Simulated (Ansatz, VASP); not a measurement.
# TiTe2: VASP beside Ansatz

File POSCAR:

```
TiTe2
1.0
    0.0000000000      3.4401227352      3.4401227352
    3.4401227352      0.0000000000      3.4401227352
    3.4401227352      3.4401227352      0.0000000000
Ti Te
1 2
Direct
    0.0000000000      0.0000000000      0.0000000000
    0.2500000000      0.2500000000      0.2500000000
    0.7500000000      0.7500000000      0.7500000000
```

The input INCAR.step1:

```
  PREC = Accurate
  ENCUT = 520
  ISMEAR = -1
  SIGMA = 0.02
  LREAL = False
  LASPH = True
  NELM = 100
  NBANDS = 19
  GGA = PE
  ALGO = Normal
  EDIFF = 1E-4
  LWAVE = True
  LCHARG = False
```

INCAR.step2

```
  PREC = Accurate
  ENCUT = 520
  EDIFF = 1E-6
  ISMEAR = -1
  SIGMA = 0.02
  LREAL = False
  LASPH = True
  NELM = 100
  ALGO = Normal
  ISIF = 2
  LWAVE = False
  LCHARG = False
  METAGGA = R2SCAN
  LMIXTAU = True
  NBANDS = 19
  ISTART = 1
```

Contents of KPOINTS:

```
regular mesh
0
Gamma
  6 6 6
```

Input for Ansatz:

```yaml
crystal:
  lattice:
    - [0.0, 3.4401227352, 3.4401227352]
    - [3.4401227352, 0.0, 3.4401227352]
    - [3.4401227352, 3.4401227352, 0.0]
  atoms:
    - { symbol: Ti, position: [0.0, 0.0, 0.0] }
    - { symbol: Te, position: [0.25, 0.25, 0.25] }
    - { symbol: Te, position: [0.75, 0.75, 0.75] }
kpoints:
  mp_grid: { grid: [6, 6, 6] }
  band_path:
    path:
      - [0.0, 0.0, 0.0]
      - [0.5, 0.0, 0.5]
      - [0.625, 0.25, 0.625]
      - [0.375, 0.375, 0.75]
      - [0.5, 0.5, 0.5]
      - [0.5, 0.25, 0.75]
      - [0.5, 0.3, 0.7]
      - [0.35, 0.0, 0.35]
      - [0.0, 0.3333333333, -0.3333333333]
    npoints: 1
hamiltonian:
  xc: r2scan
scf:
  occupations: { method: fermi_dirac, width: 0.02 }
  n_extra_bands: 4
output:
  forces: true
  stress: true
  eigenvalues: true
```

Alike in both runs: task single point; functional r2SCAN; k mesh 6 × 6 × 6; occupations fermi-dirac, width 0.02 eV; no spin polarisation.

|  | VASP | Ansatz |
| --- | --- | --- |
| version | VASP 6.6.1 | Ansatz 0.2.0 |
| potentials or method | VASP PAW PBE potentials, release 64 (Ti_sv, Te) | plane waves, PAW |
| plane-wave cutoff (eV) | 520 | 500 |
| valence electrons in the cell | 24 | 44 |

Ansatz gave:

| Property | Result |
| --- | --- |
| pressure (GPa) | 0.0 |

Task: Which values does VASP return?

Result: Pressure (GPa): 0.1.

VASP's potentials were made for PBE, not for r2SCAN. VASP's potentials hold 24 valence electrons a cell and Ansatz's 44, so a difference there can come from the potentials and not from the codes.

Spin-orbit coupling is off throughout.
